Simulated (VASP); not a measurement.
The system is C.

```
C
1.0
     1.21596   -2.14796    0.00912
     1.22325    2.15217   -0.04137
    -0.09419   -0.08515    7.14765
C
4
Direct
  0.10349 0.94562 0.74880
  0.59081 0.41384 0.23941
  0.92426 0.08600 0.24211
  0.42852 0.58933 0.74862
```

Base run:

```yaml
Program: VASP 6.6.1
Functional: r2SCAN
Potentials_or_basis: VASP PAW PBE potentials, release 64 (C)
Cutoff: 520 eV
k_mesh: 10 × 10 × 4
Occupations: gaussian, width 0.1 eV
Spin: no spin polarisation
```

Its results: pressure -0.3 GPa; largest force 3.000 eV/Å.

Problem. The run is repeated on the same cell with these changes: k mesh from 10 × 10 × 4 to 1 × 1 × 1. What comes out?

Solution. Pressure 22.5 GPa; largest force 6.206 eV/Å.

Caveats: some runs use coarse meshes; the PAW data sets were made with another functional, which shifts forces and pressure a little.
